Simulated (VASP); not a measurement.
A run of VASP 6.6.1 is set up as follows.

POSCAR

```
Zr2N
1.0
    5.4101384045      0.0000000000      0.0000000000
    0.0000000000      5.4101384045      0.0000000000
    0.0000000000      0.0000000000      3.3095929500
Zr N
4 2
Direct
    0.2975630469      0.2975630469      0.0000000000
    0.7024369531      0.7024369531      0.0000000000
    0.7975630469      0.2024369531      0.5000000000
    0.2024369531      0.7975630469      0.5000000000
    0.0000000000      0.0000000000      0.0000000000
    0.5000000000      0.5000000000      0.5000000000
```

The input INCAR.step1:

```
PREC = Accurate
ENCUT = 520
ISMEAR = 0
SIGMA = 0.1
LREAL = False
LASPH = True
NELM = 80
NBANDS = 38
GGA = PE
ALGO = Normal
EDIFF = 1E-4
LWAVE = True
LCHARG = False
```

Contents of INCAR.step2:

```
PREC = Accurate
ENCUT = 520
EDIFF = 1E-6
ISMEAR = 0
SIGMA = 0.1
LREAL = False
LASPH = True
NELM = 80
ALGO = Normal
ISIF = 2
LWAVE = False
LCHARG = False
METAGGA = R2SCAN
LMIXTAU = True
NBANDS = 38
ISTART = 1
```

File KPOINTS:

```
Automatic mesh
0
Gamma
  4 4 4
```

Potentials or basis: VASP PAW PBE potentials, release 64 (Zr_sv, N).

The run is started by

```sh
$ cat potpaw_PBE.64/Zr_sv/POTCAR potpaw_PBE.64/N/POTCAR > POTCAR
$ cp INCAR.step1 INCAR
$ mpirun -np 1 vasp_std > vasp.out
$ cp INCAR.step2 INCAR
$ mpirun -np 1 vasp_std > vasp.out
```

Question: Estimate the largest force.

Answer: 0.008 eV/Å.

Question: What does it give for the pressure?

Answer: 0.1 GPa.

Question: Estimate the band gap on the k mesh.

Answer: Zero (band 29 reaches 11.25 eV, above the bottom of band 30 at 8.61 eV).

Forces on the atoms (eV/Å):
```
Zr  -0.005 -0.005  0.000
Zr   0.005  0.005  0.000
Zr  -0.005  0.005  0.000
Zr   0.005 -0.005  0.000
N    0.000  0.000  0.000
N    0.000  0.000  0.000
```

Caveat: the k points lie up to 0.47 Å⁻¹ apart; the PAW data sets were made with another functional, which shifts forces and pressure a little.
